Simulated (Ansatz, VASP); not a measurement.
## TaMo2C3 in VASP and in Ansatz

```
Ta Mo C
1.0
     3.04008    0.00000    0.00000
    -1.52004    2.63279    0.00000
     0.00000    0.00000   15.97104
Ta Mo C
2 4 6
Direct
  0.00000 0.00000 0.00000
  0.00000 0.00000 0.50000
  0.33333 0.66667 0.66272
  0.33333 0.66667 0.83728
  0.66667 0.33333 0.16272
  0.66667 0.33333 0.33728
  0.66667 0.33333 0.91682
  0.33333 0.66667 0.08318
  0.66667 0.33333 0.75000
  0.66667 0.33333 0.58318
  0.33333 0.66667 0.41682
  0.33333 0.66667 0.25000
```

Alike in both runs: functional PBE; k mesh 12 × 12 × 2; occupations gaussian, width 0.1 eV; no spin polarisation.

Ansatz relaxed the structure, and its values are those at the end. VASP's run is a single point on that final structure, the one shown.

|  | VASP | Ansatz |
| --- | --- | --- |
| version | VASP 6.6.1 | Ansatz 0.2.0 |
| potentials or method | VASP PAW PBE potentials, release 64 (Ta_pv, Mo_sv, C), cutoff 520 eV | scalar-relativistic, plane waves, PAW |
| valence electrons in the cell | 102 | 106 |

VASP gave:

```
gap on the k mesh at the Fermi level (eV) : none
pressure (GPa)                            : 0.7
rms of the force components (eV/Å)        : 0.007
```

Q: Which values does Ansatz return?

A: gap on the k mesh at the Fermi level (eV): none; pressure (GPa): 0.0; rms of the force components (eV/Å): 0.001.

A gap of «none» marks a metal or a gap that the smearing closes. VASP's potentials hold 102 valence electrons a cell and Ansatz's 106, so a difference there can come from the potentials and not from the codes.

Neither program's run includes spin-orbit coupling.
